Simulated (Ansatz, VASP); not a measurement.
## AlP in VASP and in Ansatz

```
Al P
1.0
     0.00000    2.75350    2.75350
     2.75350    0.00000    2.75350
     2.75350    2.75350    0.00000
Al P
1 1
Direct
  0.00000 0.00000 0.00000
  0.25000 0.25000 0.25000
```

Alike in both runs: functional PBE; k mesh 8 × 8 × 8; occupations gaussian, width 0.02 eV; no spin polarisation.

Ansatz relaxed the structure, and its values are those at the end. VASP's run is a single point on that final structure, the one shown.

|  | VASP | Ansatz |
| --- | --- | --- |
| version | VASP 6.6.1 | Ansatz 0.2.0 |
| potentials or method | VASP PAW PBE potentials, release 64 (Al, P), cutoff 500 eV | scalar-relativistic, plane waves, PAW |
| valence electrons in the cell | 8 | 8 |

```csv
,VASP,Ansatz,Ansatz less VASP
gap on the k mesh at the Fermi level (eV),1.63,1.63,+0.002
least direct gap on the mesh (eV),3.09,3.09,+0.003
pressure (GPa),-0.1,0.0,+0.07
```

With one functional, cell and mesh, what is left measures potentials, basis and numerics.
